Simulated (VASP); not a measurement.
# CsPtS (P-6m2) in VASP: a series of runs, part 3 of 3

VASP 6.6.1. The steps go on from the part before.

## 5. Relaxation of cell and atoms, PBE

Contents of INCAR:

```
SYSTEM = CsPtS
  PREC = Accurate
  ENCUT = 600
  EDIFF = 1E-6
  ISMEAR = 0
  SIGMA = 0.1
  LREAL = .False.
  LASPH = .True.
  NELM = 80
  ALGO = Normal
  ISIF = 3
  LWAVE = .False.
  LCHARG = .False.
  GGA = PE
  IBRION = 2
  NSW = 100
  EDIFFG = -0.01
```

Contents of KPOINTS:

```
Automatic mesh
0
Gamma
  12 12 8
  0 0 0
```

Contents of POSCAR:

```
CsPtS
1.0
    4.0801656384      0.0000000000      0.0000000000
   -2.0400828192      3.5335270945      0.0000000000
    0.0000000000      0.0000000000      5.7163331511
Cs Pt S
1 1 1
Direct
    0.0000000000      0.0000000000      0.0000000000
    0.6666666667      0.3333333333      0.5000000000
    0.3333333333      0.6666666667      0.5000000000
```

Started as:

```console
$ cat potpaw_PBE.64/Cs_sv/POTCAR potpaw_PBE.64/Pt/POTCAR potpaw_PBE.64/S/POTCAR > POTCAR
$ mpirun -np 1 vasp_std > vasp.out
```

Run time: 9.9 min. Hardware: 1 thread of Oxide Virtual Turin-like, shared host; peak memory 0.34 GiB.

The run converged. Its results:

| Property | Result |
| --- | --- |
| Free energy | -12.7084 eV |
| Relaxed volume | 27.55 Å³/atom |
| Relaxed cell | a = 4.084 Å, b = 4.084 Å, c = 5.722 Å, α = 90.00°, β = 90.00°, γ = 120.00° |
| Space group after relaxing (to 0.05 Å) | P-6m2 (No. 187) |
| Energy gained by relaxing | 0.0 meV/atom |
| Ionic steps | 5 |
| Pressure after relaxing | 0.0 GPa |

Stress tensor (GPa, compression positive):
```
-0.05  0.00  0.00
 0.00 -0.05  0.00
 0.00  0.00  0.04
```

Final structure:
```xyz
3
Lattice="4.0835 0.0000 0.0000 -2.0418 3.5364 0.0000 0.0000 0.0000 5.7223" Properties=species:S:1:pos:R:3 pbc="T T T"
Cs    0.0000    0.0000    0.0000
Pt    2.0418    1.1788    2.8611
S     0.0000    2.3576    2.8611
```

Levels at points of the mesh, in eV from the Fermi level:
| k point | band 10 | band 11 | band 12 | band 13 | band 14 | band 15 | band 16 |
| --- | --- | --- | --- | --- | --- | --- | --- |
| (0.00, 0.00, 0.00) | -2.10 | -2.10 | 0.89 | 2.00 | 2.00 | 2.24 | 4.99 |
| (0.50, 0.00, 0.00) | -2.30 | -1.87 | -0.84 | -0.39 | 2.34 | 3.00 | 4.28 |
| (0.00, 0.00, 0.50) | -2.09 | -1.85 | 1.64 | 2.08 | 2.08 | 2.09 | 4.89 |
| (0.50, 0.00, 0.50) | -2.15 | -2.06 | -0.98 | -0.27 | 1.80 | 3.73 | 4.98 |

Caveat: spin-orbit coupling is left out, which moves the levels of the heavy elements.

## 6. Relaxation of cell and atoms, PBE, collinear spin, ferromagnetic start

This run uses another cell than the first one, of 33.19 Å³/atom, 1.207 times its volume.

Contents of INCAR:

```
PREC = Accurate ; ENCUT = 600
EDIFF = 1E-6 ; ISMEAR = 0
SIGMA = 0.1 ; LREAL = F
LASPH = T ; NELM = 150
ALGO = Normal ; ISIF = 3
LWAVE = F ; LCHARG = F
ISPIN = 2 ; MAGMOM = 0 1 0
LORBIT = 11 ; LMAXMIX = 4
GGA = PE ; IBRION = 2
NSW = 90 ; EDIFFG = -0.04
```

Contents of KPOINTS:

```
Automatic mesh
0
Gamma
  6 6 4
```

Contents of POSCAR:

```
CsPtS
1.0
    4.7226359300      0.0000000000      0.0000000000
   -2.3613179600      4.0899226900      0.0000000000
    0.0000000000      0.0000000000      5.1552094300
Cs Pt S
1 1 1
Direct
    0.0000000000      0.0000000000      0.0000000000
    0.6666666700      0.3333333300      0.5000000000
    0.3333333300      0.6666666700      0.5000000000
```

Potentials or basis: VASP PAW PBE potentials, release 64 (Cs_sv, Pt, S).

Started as:

```console
$ cat potpaw_PBE.64/Cs_sv/POTCAR potpaw_PBE.64/Pt/POTCAR potpaw_PBE.64/S/POTCAR > POTCAR
$ mpirun -np 1 vasp_std > vasp.out
```

It took 14 min on 1 thread of Oxide Virtual Turin-like, shared host; peak memory 0.33 GiB.

The run converged. Its results:

* Free energy: -12.6582 eV
* Relaxed volume: 27.49 Å³/atom
* Relaxed cell: a = 4.081 Å, b = 4.081 Å, c = 5.720 Å, α = 90.00°, β = 90.00°, γ = 120.00°
* Space group after relaxing (to 0.05 Å): P-6m2 (No. 187)
* Energy gained by relaxing: 385.4 meV/atom
* Ionic steps: 8
* Pressure after relaxing: 0.0 GPa
* Net moment: 0.00 μB per cell
* Valence electrons inside the program's atomic spheres: Cs 6.58; Pt 9.31; S 3.62

Stress tensor (GPa, compression positive):
```
-0.01  0.00  0.00
 0.00 -0.01  0.00
 0.00  0.00  0.09
```

The path:
```csv
step,energy change (eV),largest force (eV/Å),pressure (GPa),volume (Å³)
1,0.0000,0.0000,-6.52,99.57
2,-0.9483,0.0000,-0.80,80.99
3,-1.0013,0.0000,2.14,77.12
4,-1.1230,0.0000,1.31,79.41
5,-1.1384,0.0000,0.96,82.20
6,-1.1518,0.0000,1.00,81.13
7,-1.1536,0.0000,-0.70,83.56
8,-1.1563,0.0000,0.02,82.48
```

Final structure:
```xyz
3
Lattice="4.0806 0.0000 0.0000 -2.0403 3.5339 0.0000 0.0000 0.0000 5.7199" Properties=species:S:1:pos:R:3 pbc="T T T"
Cs    0.0000    0.0000    0.0000
Pt    2.0403    1.1780    2.8599
S     0.0000    2.3559    2.8599
```

Levels at points of the mesh, in eV from the Fermi level:
Spin up:
```
           k point  band 10  band 11  band 12  band 13  band 14  band 15
(0.00, 0.00, 0.00)    -2.13    -2.13     0.88     1.99     1.99     2.22
(0.50, 0.00, 0.00)    -2.33    -1.90    -0.86    -0.41     2.32     2.99
(0.00, 0.00, 0.50)    -2.13    -1.88     1.63     2.08     2.08     2.08
(0.50, 0.00, 0.50)    -2.19    -2.09    -1.00    -0.29     1.78     3.72
```
Spin down:
```
           k point  band 8  band 9  band 10  band 11  band 12  band 13  band 14  band 15  band 16  band 17
(0.00, 0.00, 0.00)   -2.60   -2.39    -2.13    -2.13     0.88     1.99     1.99     2.22     4.97     4.97
(0.50, 0.00, 0.00)   -4.10   -2.61    -2.33    -1.90    -0.86    -0.41     2.32     2.99     4.28     6.62
(0.00, 0.00, 0.50)   -3.52   -2.13    -2.13    -1.88     1.63     2.08     2.08     2.08     4.87     4.87
(0.50, 0.00, 0.50)   -4.05   -2.46    -2.19    -2.09    -1.00    -0.29     1.78     3.72     4.96     5.33
```

Caveat: the volume moved by over 15 % at a fixed basis, so the end points are rough; spin-orbit coupling is left out, which moves the levels of the heavy elements.

## 7. Overview

| task | spin | cell | k mesh | cutoff (eV) | gap on the mesh (eV) | pressure (GPa) | moment (μB) | relaxed volume (Å³/atom) |
| --- | --- | --- | --- | --- | --- | --- | --- | --- |
| single point | off | a = 4.081, b = 4.081, c = 5.718 Å, angles 90.0, 90.0, 120.0°, 3 atoms | 12 × 12 × 8 | 520 | none | 0.0 | - | - |
| single point | collinear, ferromagnetic start | a = 4.080, b = 4.080, c = 5.716 Å, angles 90.0, 90.0, 120.0°, 3 atoms | 6 × 6 × 4 | 520 | none | 0.0 | 0.00 | - |
| single point | collinear, ferromagnetic start | a = 4.723, b = 4.723, c = 5.155 Å, angles 90.0, 90.0, 120.0°, 3 atoms | 6 × 6 × 4 | 520 | none | -6.5 | 0.49 | - |
| relaxation of cell and atoms | off | relaxed from a = 4.080, b = 4.080, c = 5.716 Å, angles 90.0, 90.0, 120.0°, 3 atoms | 12 × 12 × 8 | 600 | none | 0.0 | - | 27.55 |
| relaxation of cell and atoms | collinear, ferromagnetic start | relaxed from a = 4.723, b = 4.723, c = 5.155 Å, angles 90.0, 90.0, 120.0°, 3 atoms | 6 × 6 × 4 | 600 | none | 0.0 | 0.00 | 27.49 |

Alike in all rows: level PBE; potentials or basis VASP PAW PBE potentials, release 64 (Cs_sv, Pt, S); smearing gaussian 0.1 eV.

Caveats: spin-orbit coupling is left out, which moves the levels of the heavy elements; the volume moved by over 15 % at a fixed basis, so the end points are rough (some runs).

Absolute energies hang on the potentials; compare differences alone.
